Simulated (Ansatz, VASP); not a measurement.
# One calculation of ZnO, two programs

INCAR

```
  PREC = Accurate
  ENCUT = 520
  EDIFF = 1E-6
  ISMEAR = 0
  SIGMA = 0.05
  LREAL = False
  LASPH = True
  NELM = 100
  ALGO = Normal
  ISIF = 2
  LWAVE = False
  LCHARG = False
  GGA = PE
  NBANDS = 26
```

Contents of KPOINTS:

```
Automatic mesh
0
Gamma
  12 12 6
```

The input POSCAR:

```
ZnO
1.0
    3.4106543340      0.0000000000      0.0000000000
   -1.7053271670      2.9537132968      0.0000000000
    0.0000000000      0.0000000000      5.5048556811
Zn O
2 2
Direct
    0.3333333333      0.6666666667      0.0015026881
    0.6666666667      0.3333333333      0.5015026881
    0.3333333333      0.6666666667      0.3805973119
    0.6666666667      0.3333333333      0.8805973119
```

Input for Ansatz:

```yaml
crystal:
  lattice:
    - [3.410654334, 0.0, 0.0]
    - [-1.705327167, 2.9537132968, 0.0]
    - [0.0, 0.0, 5.5048556811]
  atoms:
    - { symbol: Zn, position: [0.3333333333, 0.6666666667, 0.0015026881] }
    - { symbol: Zn, position: [0.6666666667, 0.3333333333, 0.5015026881] }
    - { symbol: O, position: [0.3333333333, 0.6666666667, 0.3805973119] }
    - { symbol: O, position: [0.6666666667, 0.3333333333, 0.8805973119] }
basis:
  ecutwfc: 420
kpoints:
  mp_grid: { grid: [12, 12, 6] }
hamiltonian:
  xc: pbe
scf:
  occupations: { method: gaussian, width: 0.05 }
output:
  forces: true
  stress: true
  eigenvalues: true
  write_density: true
  write_potential: true
  elf: true
  volumetric_format: npy
```

Change from the starting cell: strain +0.040 along x and y, +0.040 along z, atoms carried along.

Alike in both runs: task single point; functional PBE; k mesh 12 × 12 × 6; occupations gaussian, width 0.05 eV; no spin polarisation.

|  | VASP | Ansatz |
| --- | --- | --- |
| version | VASP 6.6.1 | Ansatz 0.2.0 |
| potentials or method | VASP PAW PBE potentials, release 64 (Zn, O), cutoff 520 eV | scalar-relativistic, plane waves, PAW |
| valence electrons in the cell | 36 | 36 |

```tsv
	VASP	Ansatz	Ansatz less VASP
gap on the k mesh at the Fermi level (eV)	0.55	0.56	+0.016
least direct gap on the mesh (eV)	0.55	0.56	+0.016
pressure (GPa)	-11.1	-11.7	-0.58
traceless stress, the component that is largest in VASP (GPa)	0.09	0.10	+0.009
```
